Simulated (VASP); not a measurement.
# CO2 (Cmce) in VASP: a series of runs

CO2 is run at these levels: PBE+D3(BJ); tasks: relaxation of cell and atoms, single point.

All numbers are computed with VASP 6.6.1; they aren't measurements. Logs are shortened: lines on timing, memory, paths and dates and some standing lists are left out, and cuts for length are marked.

## 1. The cell of the first run

It takes space group Cmce (No. 64, orthorhombic). Conventional cell: a = 5.272 Å, b = 4.775 Å, c = 6.587 Å, α = 90.00°, β = 90.00°, γ = 90.00°. C (site symmetry 2/m) has 2 O at 1.17 Å within 1.6 Å. Within 1.6 Å of O (site symmetry m) lie 1 C at 1.17 Å.

## 2. Relaxation of cell and atoms, PBE+D3(BJ)

Contents of INCAR:

```
  ALGO = Normal
  EDIFF = 1E-7
  EDIFFG = -0.005
  ENCUT = 600
  GGA = PE
  IBRION = 2
  ISIF = 3
  ISMEAR = 0
  IVDW = 12
  LASPH = T
  LCHARG = F
  LREAL = F
  LWAVE = F
  NELM = 80
  NSW = 100
  PREC = Accurate
  SIGMA = 0.02
```

Contents of KPOINTS:

```
k-points
0
Gamma
  6 6 4
```

Contents of POSCAR:

```
CO2
1.0
    2.6359112300     -2.3873781200      0.0000000000
    2.6359112300      2.3873781200      0.0000000000
    0.0000000000      0.0000000000      6.5871749100
C O
2 4
Direct
    0.0000000000      0.0000000000      0.0000000000
    0.5000000000      0.5000000000      0.5000000000
    0.8065085700      0.1934914300      0.8918433900
    0.1934914300      0.8065085700      0.1081566100
    0.6934914300      0.3065085700      0.3918433900
    0.3065085700      0.6934914300      0.6081566100
```

Potentials or basis: VASP PAW PBE potentials, release 64 (C, O).

The run is started by

```sh
> cat potpaw_PBE.64/C/POTCAR potpaw_PBE.64/O/POTCAR > POTCAR
> mpirun -np 1 vasp_std > vasp.out
```

OUTCAR:

```text
EDIFF = 1E-7
   EDIFFG = -0.005
   ENCUT = 600
   GGA = PE
   IBRION = 2
   ISIF = 3
   ISMEAR = 0
   IVDW = 12
   LASPH = T
   LREAL = F
   NELM = 80
   NSW = 100
   PREC = Accurate
 IVDW          = 12

 ion  position               nearest neighbor table
   1  0.000  0.000  0.000-   3 1.17   4 1.17
   2  0.500  0.500  0.500-   5 1.17   6 1.17
   3  0.807  0.193  0.892-   1 1.17
   4  0.193  0.807  0.108-   1 1.17
   5  0.693  0.307  0.392-   2 1.17
   6  0.307  0.693  0.608-   2 1.17

  LATTYP: Found a base centered orthorhombic cell.
 ALAT       =     4.7747562400
 B/A-ratio  =     1.1041029521
 C/A-ratio  =     1.3795834968

  Lattice vectors:

 A1 = (  -2.6359112300,  -2.3873781200,   0.0000000000)
 A2 = (   2.6359112300,  -2.3873781200,   0.0000000000)
 A3 = (   0.0000000000,   0.0000000000,   6.5871749100)

Analysis of symmetry for initial positions (statically):
=====================================================================
 Subroutine PRICEL returns:
 Original cell was already a primitive cell.

 Routine SETGRP: Setting up the symmetry group for a
 base centered orthorhombic supercell.

 Subroutine GETGRP returns: Found  8 space group operations
 (whereof  4 operations were pure point group operations)
 out of a pool of  8 trial point group operations.

The static configuration has the point symmetry C_2h.
 The point group associated with its full space group is D_2h.

Analysis of symmetry for dynamics (positions and initial velocities):
=====================================================================
 Subroutine PRICEL returns:
 Original cell was already a primitive cell.

 Routine SETGRP: Setting up the symmetry group for a
 base centered orthorhombic supercell.

 Subroutine GETGRP returns: Found  8 space group operations
 (whereof  4 operations were pure point group operations)
 out of a pool of  8 trial point group operations.

The dynamic configuration has the point symmetry C_2h.
 The point group associated with its full space group is D_2h.

 Subroutine INISYM returns: Found  8 space group operations
 (whereof  4 operations are pure point group operations),
 and found     1 'primitive' translations

----------------------------------------------------------------------------------------

                                     Primitive cell

  volume of cell :      82.9051

  direct lattice vectors                    reciprocal lattice vectors
     2.635911230 -2.387378120  0.000000000     0.189687723 -0.209434775  0.000000000
     2.635911230  2.387378120  0.000000000     0.189687723  0.209434775  0.000000000
     0.000000000  0.000000000  6.587174910     0.000000000  0.000000000  0.151810148

  length of vectors
     3.556346763  3.556346763  6.587174910     0.282567439  0.282567439  0.151810148

  position of ions in fractional coordinates (direct lattice)
     0.000000000  0.000000000  0.000000000
     0.500000000  0.500000000  0.500000000
     0.806508570  0.193491430  0.891843390
     0.193491430  0.806508570  0.108156610
     0.693491430  0.306508570  0.391843390
     0.306508570  0.693491430  0.608156610

  ion indices of the primitive-cell ions
   primitive index   ion index
                 1           1
                 2           2
                 3           3
                 4           4
                 5           5
                 6           6

----------------------------------------------------------------------------------------

 KPOINTS: k-points

Automatic generation of k-mesh.
 Grid dimensions read from file:
 generate k-points for:    6    6    4

 Generating k-lattice:

  Cartesian coordinates                     Fractional coordinates (reciprocal lattice)
     0.031614621 -0.034905796  0.000000000     0.166666667 -0.000000000  0.000000000
     0.031614621  0.034905796  0.000000000    -0.000000000  0.166666667  0.000000000
     0.000000000  0.000000000  0.037952537     0.000000000  0.000000000  0.250000000

  Length of vectors
     0.047094573  0.047094573  0.037952537

[... 44 lines left out ...]
   LORBIT       =      0    0 simple, 1 ext, 2 COOP (PROOUT), +10 PAW based schemes
   GGA     = PE    functional components
   LHFCALC =     F    Hartree Fock is set to
   AEXX    =    0.0000 exact exchange contribution
   IVDW    =    12    specifies the selected vdW correction
   LEPSILON=     F    determine dielectric tensor
   LRPA    =     F    only Hartree local field effects (RPA)
 conjugate gradient relaxation of ions
 non-spin polarized calculation
 Gauss-broadening in eV      SIGMA  =   0.02
  energy-cutoff  :      600.00
  volume of cell :       82.91
 maximum number of plane-waves:      2800
   NGX = 15   NGY = 15   NGZ = 27

--------------------------------------- Ionic step        1  -------------------------------------------

 number of electron      32.0000011 magnetization

 Free energy of the ion-electron system (eV)
  ---------------------------------------------------
  ext. energy  EPLUGINS =         0.00000000
  ---------------------------------------------------
  free energy    TOTEN  =       -45.97243232 eV

  energy without entropy =      -45.97243232  energy(sigma->0) =      -45.97243232

------------------------ aborting loop because EDIFF is reached ----------------------------------------

 Edisp (eV)   -0.45514

 E8    (eV) :    -0.1174

  FORCE on cell =-STRESS in cart. coord.  units (eV):
  Direction    XX          YY          ZZ          XY          YZ          ZX
  --------------------------------------------------------------------------------------
  -------------------------------------------------------------------------------------
  Total       0.44493     2.61622     1.61425     0.00000     0.00000     0.00000
  in kB       8.59849    50.55954    31.19606     0.00000     0.00000     0.00000
  external pressure =       30.12 kB  Pullay stress =        0.00 kB
[... 109 lines left out ...]
  FREE ENERGIE OF THE ION-ELECTRON SYSTEM (eV)
  ---------------------------------------------------
  free  energy   TOTEN  =       -46.4401211659 eV

  energy  without entropy=      -46.4401211659  energy(sigma->0) =      -46.44012117

[... ionic steps 4 to 30 ...]

--------------------------------------- Ionic step       31  -------------------------------------------

 number of electron      31.9999995 magnetization

------------------------ aborting loop because EDIFF is reached ----------------------------------------

 Edisp (eV)   -0.40950

 E8    (eV) :    -0.1045
[... 77 lines left out ...]
  energy  without entropy=      -46.4571226374  energy(sigma->0) =      -46.45712264

--------------------------------------- Ionic step       33  -------------------------------------------

 number of electron      31.9999995 magnetization

 Free energy of the ion-electron system (eV)
  ---------------------------------------------------
  ext. energy  EPLUGINS =         0.00000000
  ---------------------------------------------------
  free energy    TOTEN  =       -46.04764897 eV

  energy without entropy =      -46.04764897  energy(sigma->0) =      -46.04764897

 E-fermi :  -3.4521     XC(G=0):  -7.7799

 val. band max:       -3.5903619046   @ k =   0.5000   0.5000   0.0000
 cond. band min:       2.8926308444   @ k =   0.0000   0.0000   0.0000
 fundamental gap:      6.4829927490
 Fermi energy:        -3.4521499359

 k-point     1 :       0.0000    0.0000    0.0000
  band No.  band energies     occupation
      1     -24.2603      2.00000
      2     -24.1213      2.00000
      3     -23.1028      2.00000
      4     -23.0530      2.00000
      5      -8.8217      2.00000
      6      -8.8044      2.00000
[... 12 lines left out ...]
     19       4.1390      0.00000
[... 513 lines left out ...]
      4     -23.1336      2.00000
      5      -9.1127      2.00000
      6      -8.9276      2.00000
[... 12 lines left out ...]
     19       4.9388      0.00000
     20       5.0327      0.00000

 [... further k-points ...]

------------------------ aborting loop because EDIFF is reached ----------------------------------------

 Edisp (eV)   -0.40947

 E8    (eV) :    -0.1045

  FORCE on cell =-STRESS in cart. coord.  units (eV):
  Direction    XX          YY          ZZ          XY          YZ          ZX
  --------------------------------------------------------------------------------------
  -------------------------------------------------------------------------------------
  Total       0.01429     0.00278     0.01200     0.00000    -0.00000     0.00000
  in kB       0.25318     0.04921     0.21264     0.00000    -0.00000     0.00000
  external pressure =        0.17 kB  Pullay stress =        0.00 kB
[... 21 lines left out ...]
  FREE ENERGIE OF THE ION-ELECTRON SYSTEM (eV)
  ---------------------------------------------------
  free  energy   TOTEN  =       -46.4571238181 eV

  energy  without entropy=      -46.4571238181  energy(sigma->0) =      -46.45712382

 reached required accuracy - stopping structural energy minimisation
```

Wall time 6.8 min (1 thread of Intel Xeon 6975P-C (Granite Rapids), shared host); peak memory 0.24 GiB.

What came out:

| Item | Value |
| --- | --- |
| Free energy | -46.4571 eV |
| Relaxed volume | 15.07 Å³/atom |
| Relaxed cell | a = 3.720 Å, b = 3.720 Å, c = 6.579 Å, α = 90.00°, β = 90.00°, γ = 83.47° |
| Space group after relaxing (to 0.1 Å) | Cmce (No. 64) |
| Energy gained by relaxing | 4.9 meV/atom |
| Ionic steps | 33 |
| Pressure after relaxing | 0.0 GPa |
| Band gap on the k mesh | 6.48 eV (least direct gap 6.90 eV) |
| Dispersion energy per atom | -0.068 eV |

The path:
| step | energy change (eV) | largest force (eV/Å) | pressure (GPa) | volume (Å³) |
| --- | --- | --- | --- | --- |
| 1 | 0.0000 | 0.7668 | 3.01 | 82.91 |
| 2 | 0.4598 | 4.4308 | -12.70 | 86.05 |
| 3 | -0.0126 | 0.1139 | 0.38 | 83.32 |
| 4 | -0.0126 | 0.0626 | 0.53 | 83.30 |
| 5 | -0.0126 | 0.0477 | 0.58 | 83.29 |
| 6 | -0.0149 | 0.0443 | 0.52 | 83.80 |
| 7 | -0.0207 | 0.0326 | 0.37 | 85.35 |
| 8 | -0.0272 | 0.0079 | 0.15 | 88.50 |
| 9 | -0.0243 | 0.0897 | -0.04 | 95.02 |
| 10 | -0.0282 | 0.0510 | 0.11 | 90.91 |
| 11 | -0.0074 | 1.0112 | -2.82 | 91.92 |
| 12 | -0.0283 | 0.0091 | -0.04 | 90.96 |
| 13 | -0.0283 | 0.0083 | -0.04 | 90.96 |
| 14 | -0.0285 | 0.0073 | -0.03 | 90.89 |
| 15 | -0.0289 | 0.0058 | -0.02 | 90.69 |
| 16 | -0.0294 | 0.0259 | -0.05 | 90.29 |
| 17 | -0.0291 | 0.1164 | 0.34 | 90.19 |
| 18 | -0.0294 | 0.0063 | 0.04 | 90.26 |
| 19 | -0.0294 | 0.0100 | 0.05 | 90.27 |
| 20 | -0.0294 | 0.0208 | 0.08 | 90.28 |
| 21 | -0.0295 | 0.0421 | 0.14 | 90.31 |
| 22 | -0.0295 | 0.0409 | 0.13 | 90.31 |
| 23 | -0.0295 | 0.0371 | 0.12 | 90.32 |
| 24 | -0.0295 | 0.0295 | 0.10 | 90.33 |
| 25 | -0.0295 | 0.0141 | 0.05 | 90.35 |
| 26 | -0.0295 | 0.0171 | -0.03 | 90.39 |
| 27 | -0.0295 | 0.0119 | -0.01 | 90.38 |
| 28 | -0.0295 | 0.0108 | -0.01 | 90.38 |
| 29 | -0.0295 | 0.0102 | -0.01 | 90.39 |
| 30 | -0.0296 | 0.0090 | -0.01 | 90.40 |
| 31 | -0.0296 | 0.0066 | 0.00 | 90.42 |
| 32 | -0.0296 | 0.0059 | 0.00 | 90.43 |
| 33 | -0.0296 | 0.0014 | 0.02 | 90.42 |

Final structure:
```
C O
1.0
     2.77551   -2.47614    0.00000
     2.77551    2.47614    0.00000
     0.00000    0.00000    6.57866
C O
2 4
Direct
  0.00000 0.00000 0.00000
  0.50000 0.50000 0.50000
  0.80752 0.19248 0.89567
  0.19248 0.80752 0.10433
  0.69248 0.30752 0.39567
  0.30752 0.69248 0.60433
```

## 3. Relaxation of cell and atoms, PBE+D3(BJ)

This run uses another cell than the first one, of 15.79 Å³/atom.

Contents of INCAR:

```
PREC = Accurate
ENCUT = 600
EDIFF = 1E-6
ISMEAR = 0
SIGMA = 0.02
LREAL = False
LASPH = True
NELM = 80
ALGO = Normal
ISIF = 3
LWAVE = False
LCHARG = False
GGA = PE
IVDW = 12
IBRION = 2
NSW = 100
EDIFFG = -0.005
```

Contents of KPOINTS:

```
Automatic mesh
0
Gamma
  6 6 4
```

Contents of POSCAR:

```
CO2
1.0
    2.7955699067     -2.5133408962      0.0000000000
    2.7955699067      2.5133408962      0.0000000000
    0.0000000000      0.0000000000      6.7430433132
C O
2 4
Direct
    0.0000000000      0.0000000000      0.0000000000
    0.5000000000      0.5000000000      0.5000000000
    0.8132775581      0.1867224419      0.8966187041
    0.1867224419      0.8132775581      0.1033812959
    0.6867224419      0.3132775581      0.3966187041
    0.3132775581      0.6867224419      0.6033812959
```

Potentials or basis: VASP PAW PBE potentials, release 64 (C, O).

The run is started by

```sh
> cat potpaw_PBE.64/C/POTCAR potpaw_PBE.64/O/POTCAR > POTCAR
> mpirun -np 1 vasp_std > vasp.out
```

Run time: 3.1 min. Hardware: 1 thread of Intel Xeon 6975P-C (Granite Rapids), shared host; peak memory 0.25 GiB.

Results (log left out):

- Free energy: -46.4861 eV
- Relaxed volume: 14.86 Å³/atom
- Relaxed cell: a = 3.689 Å, b = 3.689 Å, c = 6.584 Å, α = 90.00°, β = 90.00°, γ = 84.26°
- Space group after relaxing (to 0.1 Å): Cmce (No. 64)
- Energy gained by relaxing: 2.4 meV/atom
- Ionic steps: 12
- Pressure after relaxing: 0.0 GPa
- Largest force after relaxing: 0.003 eV/Å
- Band gap on the k mesh: 6.49 eV (least direct gap 6.93 eV)
- Dispersion energy per atom: -0.069 eV

Forces in eV/Å, atoms in the order of the input:
```
C    0.000  0.000  0.000
C    0.000  0.000  0.000
O    0.000  0.003 -0.001
O    0.000 -0.003  0.001
O    0.000 -0.003 -0.001
O    0.000  0.003  0.001
```

Stress tensor (GPa, compression positive):
```
 0.05  0.00  0.00
 0.00 -0.05  0.00
 0.00  0.00 -0.01
```

Step by step:
| step | energy change (eV) | largest force (eV/Å) | pressure (GPa) | volume (Å³) |
| --- | --- | --- | --- | --- |
| 1 | 0.0000 | 0.6063 | 1.18 | 94.76 |
| 2 | 0.2387 | 3.2406 | -9.01 | 96.36 |
| 3 | -0.0064 | 0.0016 | -0.39 | 94.97 |
| 4 | -0.0064 | 0.0250 | -0.32 | 94.96 |
| 5 | -0.0064 | 0.0357 | -0.30 | 94.96 |
| 6 | -0.0072 | 0.0357 | -0.28 | 94.62 |
| 7 | -0.0094 | 0.0362 | -0.23 | 93.60 |
| 8 | -0.0127 | 0.0411 | -0.09 | 91.58 |
| 9 | -0.0136 | 0.0672 | 0.32 | 87.63 |
| 10 | -0.0143 | 0.0603 | 0.16 | 89.16 |
| 11 | -0.0018 | 0.7892 | -2.17 | 88.86 |
| 12 | -0.0144 | 0.0032 | 0.00 | 89.14 |

Final structure:
```xyz
6
Lattice="2.7359 -2.4744 0.0000 2.7359 2.4744 0.0000 0.0000 0.0000 6.5840" Properties=species:S:1:pos:R:3 pbc="T T T"
C     0.0000    0.0000    0.0000
C     2.7359    0.0000    3.2920
O     2.7359   -1.5287    5.8878
O     2.7359    1.5287    0.6962
O     2.7359   -0.9458    2.5958
O     2.7359    0.9458    3.9882
```

Levels at points of the mesh, in eV from the valence-band top:
```
           k point  band 14  band 15  band 16  band 17  band 18  band 19
(0.00, 0.00, 0.00)    -0.83    -0.55    -0.45     6.49     7.16     7.69
(0.50, 0.00, 0.00)    -0.62    -0.26    -0.26     7.57     7.57     8.40
(0.50, 0.50, 0.00)    -0.52    -0.25     0.00     7.75     8.67     8.71
(0.00, 0.00, 0.50)    -0.72    -0.63    -0.63     7.46     7.46     7.59
(0.50, 0.00, 0.50)    -0.68    -0.23    -0.23     7.64     7.64     8.45
(0.50, 0.50, 0.50)    -0.58    -0.24    -0.24     8.25     8.25     8.68
```

A k mesh can miss the band edges.

## 4. Single point, PBE+D3(BJ)

This run uses another cell than the first one, of 15.79 Å³/atom.

Contents of INCAR:

```
ALGO = Normal
EDIFF = 1E-6
ENCUT = 520
GGA = PE
ISIF = 2
ISMEAR = 0
IVDW = 12
LASPH = T
LCHARG = F
LREAL = F
LWAVE = F
NBANDS = 25
NELM = 80
PREC = Accurate
SIGMA = 0.02
```

Contents of KPOINTS:

```
k-points
0
Gamma
  6 6 4
```

Contents of POSCAR:

```
CO2
1.0
    2.7955698866     -2.5133409243      0.0000000000
    2.7955698866      2.5133409243      0.0000000000
    0.0000000000      0.0000000000      6.7430432422
C O
2 4
Direct
    0.0000000000      0.0000000000      0.0000000000
    0.5000000000      0.5000000000      0.5000000000
    0.8132776039      0.1867223961      0.8966186661
    0.1867223961      0.8132776039      0.1033813339
    0.6867223961      0.3132776039      0.3966186661
    0.3132776039      0.6867223961      0.6033813339
```

The run is started by

```sh
> cat potpaw_PBE.64/C/POTCAR potpaw_PBE.64/O/POTCAR > POTCAR
> mpirun -np 1 vasp_std > vasp.out
```

Run time: 52 s. Hardware: 1 thread of Intel Xeon Platinum 8259CL at 2.50GHz (Skylake/Cascade Lake), shared host; peak memory 0.23 GiB.

It converged, with:

| Quantity | Value |
| --- | --- |
| Free energy | -46.4523 eV |
| Pressure | 1.4 GPa |
| Largest force | 0.633 eV/Å |
| Band gap on the k mesh | 6.51 eV (least direct gap 6.91 eV) |
| Dispersion energy per atom | -0.064 eV |

Forces on the atoms (eV/Å):
```
C    0.000  0.000  0.000
C    0.000  0.000  0.000
O    0.000  0.508 -0.377
O    0.000 -0.508  0.377
O    0.000 -0.508 -0.377
O    0.000  0.508  0.377
```

Stress tensor (GPa, compression positive):
```
-0.19  0.00  0.00
 0.00  2.95  0.00
 0.00  0.00  1.45
```

Levels at points of the mesh, in eV from the valence-band top:
| k point | band 12 | band 13 | band 14 | band 15 | band 16 | band 17 | band 18 | band 19 | band 20 | band 21 |
| --- | --- | --- | --- | --- | --- | --- | --- | --- | --- | --- |
| (0.00, 0.00, 0.00) | -3.53 | -0.76 | -0.70 | -0.49 | -0.39 | 6.51 | 7.40 | 7.89 | 7.96 | 8.65 |
| (0.50, 0.00, 0.00) | -3.66 | -0.54 | -0.54 | -0.22 | -0.22 | 7.77 | 7.77 | 8.51 | 8.51 | 9.50 |
| (0.50, 0.50, 0.00) | -3.57 | -0.74 | -0.43 | -0.22 | 0.00 | 7.92 | 8.76 | 8.80 | 8.88 | 10.10 |
| (0.00, 0.00, 0.50) | -3.56 | -0.63 | -0.63 | -0.54 | -0.54 | 7.56 | 7.56 | 7.67 | 7.67 | 8.29 |
| (0.50, 0.00, 0.50) | -3.58 | -0.59 | -0.59 | -0.19 | -0.19 | 7.83 | 7.83 | 8.56 | 8.56 | 9.40 |
| (0.50, 0.50, 0.50) | -3.91 | -0.49 | -0.49 | -0.21 | -0.21 | 8.37 | 8.37 | 8.78 | 8.78 | 10.89 |

A k mesh can miss the band edges.

## 5. Summary

| task | cell | cutoff (eV) | gap on the mesh (eV) | pressure (GPa) | relaxed volume (Å³/atom) |
| --- | --- | --- | --- | --- | --- |
| relaxation of cell and atoms | relaxed from a = 3.556, b = 3.556, c = 6.587 Å, angles 90.0, 90.0, 84.3°, 6 atoms, atomic positions A | 600 | 6.48 | 0.0 | 15.07 |
| relaxation of cell and atoms | relaxed from a = 3.759, b = 3.759, c = 6.743 Å, angles 90.0, 90.0, 83.9°, 6 atoms, atomic positions B | 600 | 6.49 | 0.0 | 14.86 |
| single point | a = 3.759, b = 3.759, c = 6.743 Å, angles 90.0, 90.0, 83.9°, 6 atoms, atomic positions B | 520 | 6.51 | 1.4 | - |

Alike in all rows: level PBE+D3(BJ); potentials or basis VASP PAW PBE potentials, release 64 (C, O); no spin polarisation; k mesh 6 × 6 × 4; smearing gaussian 0.02 eV.

Absolute energies hang on the potentials; compare differences alone.
